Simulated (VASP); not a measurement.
A run of VASP 6.6.1 is set up as follows.

The input INCAR:

```
SYSTEM = C
ALGO = Normal ; EDIFF = 1E-6
ENCUT = 600 ; GGA = PE
GGA_COMPAT = .False. ; ISIF = 2
ISMEAR = -1 ; LASPH = .True.
LCHARG = .False. ; LREAL = .False.
LWAVE = .False. ; NBANDS = 11
NELM = 120 ; PREC = Accurate
SIGMA = 0.01
```

Contents of KPOINTS:

```
k-points
0
Gamma
  13 13 13
  0 0 0
```

Contents of POSCAR:

```
C
1.0
    0.0000000000      1.7858109333      1.7858109333
    1.7858109333      0.0000000000      1.7858109333
    1.7858109333      1.7858109333      0.0000000000
C
2
Direct
    0.0000000000      0.0000000000      0.0000000000
    0.2500000000      0.2500000000      0.2500000000
```

Potentials or basis: VASP PAW PBE potentials, release 64 (C).

Command:

```sh
$ cat potpaw_PBE.64/C/POTCAR > POTCAR
$ mpirun -np 1 vasp_std > vasp.out
```

Predict the pressure.

0.0 GPa.

What does it give for the band gap on the k mesh?

4.13 eV (least direct gap 5.58 eV).

Caveat: an odd mesh through Γ misses points on the zone boundary, where band edges can lie.
